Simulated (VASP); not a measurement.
Input of a VASP 6.6.1 run:

File INCAR:

```
SYSTEM = Cs
PREC     = Accurate       ! precision mode
ENCUT    = 520            ! plane-wave cutoff, eV
EDIFF    = 1E-6           ! SCF threshold, eV
ISMEAR   = -1             ! smearing method
SIGMA    = 0.1            ! smearing width, eV
LREAL    = .FALSE.        ! projectors in reciprocal space
LASPH    = .TRUE.         ! aspherical terms in the spheres
NELM     = 100            ! most SCF steps
ALGO     = Normal         ! electronic algorithm
ISIF     = 2              ! what is computed and relaxed
LWAVE    = .FALSE.        ! write WAVECAR
LCHARG   = .FALSE.        ! write CHGCAR
GGA      = PS             ! functional
NBANDS   = 26             ! bands
```

File KPOINTS:

```
Automatic mesh
0
G
  5 5 2
  0 0 0
```

File POSCAR:

```
Cs
1.0
    2.0133180000      3.4871660000      0.0000000000
   -2.0133180000      3.4871660000      0.0000000000
    0.0000000000      0.0000000000     13.0396230000
Cs
4
Direct
    0.0000000000      0.0000000000      0.0000000000
    0.0000000000      0.0000000000      0.5000000000
    0.3333300000      0.3333400000      0.7500000000
    0.6666600000      0.6666700000      0.2500000000
```

Potentials or basis: VASP PAW PBE potentials, release 64 (Cs_sv).

Launch:

```bash
$ cat potpaw_PBE.64/Cs_sv/POTCAR > POTCAR
$ mpirun -np 1 vasp_std > vasp.out
```

Q: Predict the band gap on the k mesh.

A: Zero (bands 18 and 19 overlap by 0.80 eV).

Q: What does it give for the pressure?

A: 4.1 GPa.

Stress tensor (GPa, compression positive):
```
3.94 0.00 0.00
0.00 3.94 0.00
0.00 0.00 4.48
```

Caveat: the k points lie up to 0.36 Å⁻¹ apart, too coarse for converged energies and pressures of a metal; the PAW data sets were made with another functional, which shifts forces and pressure a little; spin-orbit coupling is left out, which moves the levels of the heavy elements.
